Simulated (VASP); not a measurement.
# Na (P6_3/mmc) in VASP: notebook

The runs below take Na through single point, with LDA.

Program: VASP 6.6.1. These are calculated values, not measurements. Logs are shortened: lines on timing, memory, paths and dates and some standing lists are left out, and cuts for length are marked.

### Step 1. The cell of the first run

It takes space group P6_3/mmc (No. 194, hexagonal). The conventional cell has a = 2.777 Å, b = 2.777 Å, c = 4.499 Å, α = 90.00°, β = 90.00°, γ = 120.00°. Within 3.6 Å of Na (site symmetry -6m2) lie 12 Na at 2.76 to 2.78 Å.

This isn't the form of Na at room conditions, which is bcc.

### Step 2. Single point, LDA

Input file INCAR:

```
PREC     = Accurate       # precision mode
ENCUT    = 520            # plane-wave cutoff, eV
EDIFF    = 1E-6           # SCF threshold, eV
ISMEAR   = -1             # smearing method
SIGMA    = 0.05           # smearing width, eV
LREAL    = False          # projectors in reciprocal space
LASPH    = True           # aspherical terms in the spheres
NELM     = 80             # most SCF steps
ALGO     = Normal         # electronic algorithm
ISIF     = 2              # what is computed and relaxed
LWAVE    = False          # write WAVECAR
LCHARG   = False          # write CHGCAR
NBANDS   = 14             # bands
```

Input file KPOINTS:

```
regular mesh
0
Gamma
  12 12 7
```

Input file POSCAR:

```
Na
1.0
    2.7774043276      0.0000000000      0.0000000000
   -1.3887021638      2.4053027042      0.0000000000
    0.0000000000      0.0000000000      4.4993950107
Na
2
Direct
    0.3333333333      0.6666666667      0.2500000000
    0.6666666667      0.3333333333      0.7500000000
```

Potentials or basis: VASP PAW LDA potentials, release 64 (Na_pv).

Command:

```console
cat potpaw_LDA.64/Na_pv/POTCAR > POTCAR
mpirun -np 1 vasp_std > vasp.out
```

OUTCAR:

```text
PREC = Accurate
   ENCUT = 520
   EDIFF = 1E-6
   ISMEAR = -1
   LREAL = False
   LASPH = True
   NELM = 80
   ISIF = 2

 ion  position               nearest neighbor table
   1  0.333  0.667  0.250-   2 2.76   2 2.76   2 2.76   2 2.76   2 2.76   2 2.76
   2  0.667  0.333  0.750-   1 2.76   1 2.76   1 2.76   1 2.76   1 2.76   1 2.76

  LATTYP: Found a hexagonal cell.
 ALAT       =     2.7774043276
 C/A-ratio  =     1.6200000000

  Lattice vectors:

 A1 = (   2.7774043276,   0.0000000000,   0.0000000000)
 A2 = (  -1.3887021638,   2.4053027042,   0.0000000000)
 A3 = (   0.0000000000,   0.0000000000,   4.4993950107)

Analysis of symmetry for initial positions (statically):
=====================================================================
 Subroutine PRICEL returns:
 Original cell was already a primitive cell.

 Routine SETGRP: Setting up the symmetry group for a
 hexagonal supercell.

 Subroutine GETGRP returns: Found 24 space group operations
 (whereof 12 operations were pure point group operations)
 out of a pool of 24 trial point group operations.

The static configuration has the point symmetry D_3d.
 The point group associated with its full space group is D_6h.

Analysis of symmetry for dynamics (positions and initial velocities):
=====================================================================
 Subroutine PRICEL returns:
 Original cell was already a primitive cell.

 Routine SETGRP: Setting up the symmetry group for a
 hexagonal supercell.

 Subroutine GETGRP returns: Found 24 space group operations
 (whereof 12 operations were pure point group operations)
 out of a pool of 24 trial point group operations.

The dynamic configuration has the point symmetry D_3d.
 The point group associated with its full space group is D_6h.

 Subroutine INISYM returns: Found 24 space group operations
 (whereof 12 operations are pure point group operations),
 and found     1 'primitive' translations

----------------------------------------------------------------------------------------

                                     Primitive cell

  volume of cell :      30.0582

  direct lattice vectors                    reciprocal lattice vectors
     2.777404328  0.000000000  0.000000000     0.360048406  0.207874044  0.000000000
    -1.388702164  2.405302704  0.000000000     0.000000000  0.415748088  0.000000000
     0.000000000  0.000000000  4.499395011     0.000000000  0.000000000  0.222252102

  length of vectors
     2.777404328  2.777404328  4.499395011     0.415748088  0.415748088  0.222252102

  position of ions in fractional coordinates (direct lattice)
     0.333333333  0.666666667  0.250000000
     0.666666667  0.333333333  0.750000000

  ion indices of the primitive-cell ions
   primitive index   ion index
                 1           1
                 2           2

----------------------------------------------------------------------------------------

 KPOINTS: regular mesh

Automatic generation of k-mesh.
 Grid dimensions read from file:
 generate k-points for:   12   12    7

 Generating k-lattice:

  Cartesian coordinates                     Fractional coordinates (reciprocal lattice)
     0.030004034  0.017322837  0.000000000     0.083333333  0.000000000  0.000000000
     0.000000000  0.034645674  0.000000000     0.000000000  0.083333333  0.000000000
     0.000000000  0.000000000  0.031750300     0.000000000  0.000000000  0.142857143

  Length of vectors
     0.034645674  0.034645674  0.031750300

  Shift w.r.t. Gamma in fractional coordinates (k-lattice)
     0.000000000  0.000000000  0.000000000

 Subroutine IBZKPT returns following result:
 ===========================================

 Found     76 irreducible k-points:

 Following reciprocal coordinates:
            Coordinates               Weight
  0.000000  0.000000  0.000000      1.000000
  0.083333  0.000000  0.000000      6.000000
  0.166667  0.000000  0.000000      6.000000
  0.250000  0.000000  0.000000      6.000000
  0.333333  0.000000  0.000000      6.000000
  0.416667  0.000000  0.000000      6.000000
[... 16 lines left out ...]
  0.250000  0.000000  0.142857     12.000000
  0.333333  0.000000  0.142857     12.000000
 [... further k-points ...]
   k-points           NKPTS =     76   k-points in BZ     NKDIM =     76   number of bands    NBANDS=     14
   number of dos      NEDOS =    301   number of ions     NIONS =      2
   total plane-waves  NPLWV =  20736
   dimension x,y,z NGX =    24 NGY =   24 NGZ =   36
   dimension x,y,z NGXF=    48 NGYF=   48 NGZF=   72
   ions per type =               2
   NGX,Y,Z   is equivalent  to a cutoff of  14.37, 14.37, 13.30 a.u.
   NGXF,Y,Z  is equivalent  to a cutoff of  28.73, 28.73, 26.60 a.u.
 SYSTEM =  unknown system
   PREC   = accura    normal or accurate (medium, high low for compatibility)
   ISTART =      0    job   : 0-new  1-cont  2-samecut
   ICHARG =      2    charge: 1-file 2-atom 10-const
   ISPIN  =      1    spin polarized calculation?
   LNONCOLLINEAR =      F non collinear calculations
   LSORBIT =      F    spin-orbit coupling
   LASPH  =      T    aspherical Exc in radial PAW
   ENCUT  =  520.0 eV  38.22 Ry    6.18 a.u.   5.16  5.16  8.37*2*pi/ulx,y,z
   NELM   =     80;   NELMIN=  2; NELMDL= -5     # of ELM steps
   EDIFF  = 0.1E-05   stopping-criterion for ELM
   LREAL  =      F    real-space projection
   EDIFFG = 0.1E-04   stopping-criterion for IOM
   NSW    =      0    number of steps for IOM
   IBRION =     -1    ionic relax: 0-MD 1-quasi-New 2-CG
   NFREE  =      0    steps in history (QN), initial steepest desc. (CG)
   ISIF   =      2    stress and relaxation
   ISYM   =      2    0-nonsym 1-usesym 2-fastsym
   POTIM  = 0.5000    time-step for ionic-motion
   TEBEG  =    0.0;   TEEND  =   0.0 temperature during run
   PSTRESS=    0.0 pullay stress
   NELECT =      14.0000    total number of electrons
   NUPDOWN=      -1.0000    fix difference up-down
   EMIN   =  10.00;   EMAX   =-10.00  energy-range for DOS
   EFERMI =   0.00;   METHOD = LEGACY
   ISMEAR =    -1;   SIGMA  =   0.05  broadening in eV -4-tet -1-fermi 0-gaus
   EFERMI_NEDOS =   21; number of points for ismear=-14 and -15
   IALGO  =     38    algorithm
   IMIX   =      4    mixing-type and parameters
     AMIX     =   0.40;   BMIX     =  1.00
     AMIX_MAG =   1.60;   BMIX_MAG =  1.00
  volume/ion in A,a.u.               =      15.03       101.42
  Fermi-wavevector in a.u.,A,eV,Ry     =   1.269005  2.398071 21.910449  1.610373
  Thomas-Fermi vector in A             =   2.402069
   LORBIT       =      0    0 simple, 1 ext, 2 COOP (PROOUT), +10 PAW based schemes
   GGA     = CA    functional components
   LHFCALC =     F    Hartree Fock is set to
   AEXX    =    0.0000 exact exchange contribution
   IVDW    =     0    specifies the selected vdW correction
   LEPSILON=     F    determine dielectric tensor
   LRPA    =     F    only Hartree local field effects (RPA)
 non-spin polarized calculation
  energy-cutoff  :      520.00
  volume of cell :       30.06
 maximum number of plane-waves:       827
 NGX is ok and might be reduce to    24
   NGX = 11   NGY = 11   NGZ = 17

 number of electron      13.9999992 magnetization

 Free energy of the ion-electron system (eV)
  ---------------------------------------------------
  ext. energy  EPLUGINS =         0.00000000
  ---------------------------------------------------
  free energy    TOTEN  =        -0.94234590 eV

  energy without entropy =       -0.93775216  energy(sigma->0) =       -0.94004903

 E-fermi :   4.5982     XC(G=0):  -9.9062

 val. band max:        4.5771580901   @ k =   0.1667   0.1667   0.2857
 cond. band min:       4.6126747522   @ k =   0.0833   0.0833   0.1429
 fundamental gap:      0.0355166622
 Fermi energy:         4.5981939490

 k-point     1 :       0.0000    0.0000    0.0000
  band No.  band energies     occupation
      1     -21.1823      2.00000
      2     -20.6385      2.00000
      3     -20.6385      2.00000
      4     -20.5684      2.00000
      5     -20.5684      2.00000
      6     -20.5657      2.00000
      7      -1.2417      2.00000
      8       5.4566      0.00000
      9       6.4887      0.00000
     10      20.1852      0.00000
     11      20.1852      0.00000
     12      20.9906      0.00000
     13      22.0139      0.00000
     14      22.0139      0.00000

 k-point     2 :       0.0833    0.0000    0.0000
  band No.  band energies     occupation
      1     -21.1672      2.00000
      2     -20.6688      2.00000
      3     -20.6479      2.00000
      4     -20.6011      2.00000
      5     -20.5720      2.00000
      6     -20.5701      2.00000
      7      -1.0398      2.00000
      8       5.5808      0.00000
      9       6.6701      0.00000
     10      17.7728      0.00000
     11      19.7169      0.00000
     12      20.4100      0.00000
     13      22.4259      0.00000
     14      22.6244      0.00000

 k-point     3 :       0.1667    0.0000    0.0000
  band No.  band energies     occupation
      1     -21.1242      2.00000
      2     -20.7535      2.00000
      3     -20.6864      2.00000
      4     -20.6723      2.00000
      5     -20.5836      2.00000
      6     -20.5827      2.00000
      7      -0.4464      2.00000
      8       5.9571      0.00000
      9       7.1894      0.00000
     10      14.9223      0.00000
     11      18.3545      0.00000
     12      18.9871      0.00000
     13      20.1129      0.00000
     14      22.9443      0.00000

 k-point     4 :       0.2500    0.0000    0.0000
  band No.  band energies     occupation
      1     -21.0603      2.00000
      2     -20.8727      2.00000
      3     -20.7950      2.00000
      4     -20.7043      2.00000
      5     -20.6071      2.00000
      6     -20.5986      2.00000
      7       0.5051      2.00000
      8       6.5951      0.00000
      9       7.9497      0.00000
     10      12.3036      0.00000
     11      16.5112      0.00000
     12      17.2175      0.00000
     13      18.3688      0.00000
     14      21.7332      0.00000

 k-point     5 :       0.3333    0.0000    0.0000
  band No.  band energies     occupation
      1     -20.9933      2.00000
      2     -20.9867      2.00000
      3     -20.8972      2.00000
      4     -20.7351      2.00000
      5     -20.6403      2.00000
      6     -20.6154      2.00000
      7       1.7707      2.00000
      8       7.5049      0.00000
      9       8.4386      0.00000
     10      10.4077      0.00000
     11      14.6440      0.00000
[... 276 lines left out ...]
 k-point    22 :       0.1667    0.0000    0.1429
  band No.  band energies     occupation
      1     -21.1035      2.00000
      2     -20.7478      2.00000
      3     -20.7054      2.00000
      4     -20.6679      2.00000
      5     -20.5937      2.00000
      6     -20.5871      2.00000
      7      -0.2836      2.00000
      8       4.7640      0.07009
      9       8.5628      0.00000
     10      15.0404      0.00000
     11      17.9858      0.00000
     12      19.0679      0.00000
     13      19.7087      0.00000
     14      22.0998      0.00000

 k-point    23 :       0.2500    0.0000    0.1429
  band No.  band energies     occupation
      1     -21.0548      2.00000
      2     -20.8609      2.00000
      3     -20.8075      2.00000
      4     -20.6991      2.00000
      5     -20.6134      2.00000
      6     -20.6038      2.00000
      7       0.6605      2.00000
      8       5.5058      0.00000
      9       9.1706      0.00000
     10      12.4679      0.00000
     11      15.7303      0.00000
     12      17.8191      0.00000
     13      18.4502      0.00000
     14      21.2705      0.00000

 k-point    24 :       0.3333    0.0000    0.1429
  band No.  band energies     occupation
      1     -21.0423      2.00000
      2     -20.9458      2.00000
      3     -20.8889      2.00000
      4     -20.7292      2.00000
      5     -20.6410      2.00000
      6     -20.6214      2.00000
      7       1.9173      2.00000
      8       6.5032      0.00000
      9       9.1058      0.00000
     10      11.0114      0.00000
     11      13.5633      0.00000
     12      16.0111      0.00000
     13      17.9989      0.00000
     14      20.5289      0.00000

 [... further k-points ...]

------------------------ aborting loop because EDIFF is reached ----------------------------------------

  FORCE on cell =-STRESS in cart. coord.  units (eV):
  Direction    XX          YY          ZZ          XY          YZ          ZX
  --------------------------------------------------------------------------------------
  -------------------------------------------------------------------------------------
  Total        6.2389292      6.2389292      6.2130198      0.0000000      0.0000000      0.0000000
  in kB      332.5505516    332.5505516    331.1695131      0.0000000      0.0000000      0.0000000
  external PRESSURE =     332.0902054 kB  Pullay stress =       0.0000000 kB

 VOLUME and BASIS-vectors are now :
 -----------------------------------------------------------------------------
  energy-cutoff  :      520.00
  volume of cell :       30.06
      direct lattice vectors                 reciprocal lattice vectors
     2.777404328  0.000000000  0.000000000     0.360048406  0.207874044  0.000000000
    -1.388702164  2.405302704  0.000000000     0.000000000  0.415748088  0.000000000
     0.000000000  0.000000000  4.499395011     0.000000000  0.000000000  0.222252102

 POSITION                                       TOTAL-FORCE (eV/Angst)
 -----------------------------------------------------------------------------------
     -0.00000      1.60354      1.12485         0.000000      0.000000      0.000000
      1.38870      0.80177      3.37455        -0.000000      0.000000      0.000000
 -----------------------------------------------------------------------------------
    total drift:                                0.000000     -0.000000      0.000000

  FREE ENERGIE OF THE ION-ELECTRON SYSTEM (eV)
  ---------------------------------------------------
  free  energy   TOTEN  =        -0.9423458990 eV

  energy  without entropy=       -0.9377521630  energy(sigma->0) =       -0.94004903
```

Wall time 22 s (1 thread of Intel Xeon Platinum 8259CL at 2.50GHz (Skylake/Cascade Lake), shared host); peak memory 0.14 GiB.

Results:

```yaml
Free_energy: -0.9423 eV
Pressure: 33.2 GPa
Band_gap_on_the_k_mesh: zero (bands 7 and 8 overlap by 5.89 eV)
```

Caveat: the cell stands under pressure.

### Step 3. Single point, LDA (15.03 Å³/atom)

Input file INCAR:

```
SYSTEM = Na
ALGO     = Normal         ! electronic algorithm
EDIFF    = 1E-6           ! SCF threshold, eV
ENCUT    = 520            ! plane-wave cutoff, eV
GGA      = CA             ! functional
ISIF     = 2              ! what is computed and relaxed
ISMEAR   = -1             ! smearing method
LASPH    = .True.         ! aspherical terms in the spheres
LCHARG   = .False.        ! write CHGCAR
LREAL    = .False.        ! projectors in reciprocal space
LWAVE    = .False.        ! write WAVECAR
NBANDS   = 14             ! bands
NELM     = 100            ! most SCF steps
PREC     = Accurate       ! precision mode
SIGMA    = 0.05           ! smearing width, eV
```

Input file KPOINTS:

```
k-points
0
Gamma
  12 12 7
  0 0 0
```

POSCAR is that of step 2.

Potentials or basis: VASP PAW LDA potentials, release 64 (Na_pv).

Command:

```console
cat potpaw_LDA.64/Na_pv/POTCAR > POTCAR
mpirun -np 1 vasp_std > vasp.out
```

It took 23 s on 1 thread of Intel Xeon Platinum 8259CL at 2.50GHz (Skylake/Cascade Lake), shared host; peak memory 0.14 GiB.

It converged, with:

```yaml
Free_energy: -0.9423 eV
Pressure: 33.2 GPa
Band_gap_on_the_k_mesh: zero (bands 7 and 8 overlap by 5.89 eV)
```

Stress tensor (GPa, compression positive):
```
33.26  0.00  0.00
 0.00 33.26  0.00
 0.00  0.00 33.12
```

Levels at points of the mesh, in eV from the Fermi level:
```
           k point  band 5  band 6  band 7  band 8  band 9  band 10
(0.00, 0.00, 0.00)  -25.17  -25.16   -5.84    0.86    1.89    15.59
(0.50, 0.00, 0.00)  -25.30  -25.23    0.19    0.80    5.04     6.56
```

Caveat: the cell stands under pressure.

### Step 4. Single point, LDA (15.03 Å³/atom)

Input file INCAR:

```
SYSTEM = Na
PREC     = Accurate       ! precision mode
ENCUT    = 520            ! plane-wave cutoff, eV
EDIFF    = 1E-7           ! SCF threshold, eV
ISMEAR   = -1             ! smearing method
SIGMA    = 0.05           ! smearing width, eV
LREAL    = .FALSE.        ! projectors in reciprocal space
LASPH    = .TRUE.         ! aspherical terms in the spheres
NELM     = 80             ! most SCF steps
ALGO     = Normal         ! electronic algorithm
ISIF     = 2              ! what is computed and relaxed
LWAVE    = .FALSE.        ! write WAVECAR
LCHARG   = .FALSE.        ! write CHGCAR
NBANDS   = 14             ! bands
```

Input file KPOINTS:

```
regular mesh
0
G
  12 12 7
  0 0 0
```

POSCAR is that of step 3.

Command:

```console
cat potpaw_LDA.64/Na_pv/POTCAR > POTCAR
mpirun -np 1 vasp_std > vasp.out
```

Wall time 30 s (1 thread of Intel Xeon Platinum 8259CL at 2.50GHz (Skylake/Cascade Lake), shared host); peak memory 0.14 GiB.

The run converged. Its results:

```
Free energy            : -0.9423 eV
Pressure               : 33.2 GPa
Band gap on the k mesh : zero (bands 7 and 8 overlap by 5.89 eV)
```

Stress tensor (GPa, compression positive):
```
33.25  0.00  0.00
 0.00 33.25  0.00
 0.00  0.00 33.12
```

Levels at points of the mesh, in eV from the Fermi level:
| k point | band 3 | band 4 | band 5 | band 6 | band 7 | band 8 | band 9 | band 10 | band 11 | band 12 |
| --- | --- | --- | --- | --- | --- | --- | --- | --- | --- | --- |
| (0.00, 0.00, 0.00) | -25.24 | -25.17 | -25.17 | -25.16 | -5.84 | 0.86 | 1.89 | 15.59 | 15.59 | 16.39 |
| (0.50, 0.00, 0.00) | -25.49 | -25.36 | -25.30 | -25.23 | 0.19 | 0.80 | 5.04 | 6.56 | 6.90 | 8.05 |

Caveat: the cell stands under pressure.

The gap in the log of VASP goes by the Fermi energy; the results here count the filled bands.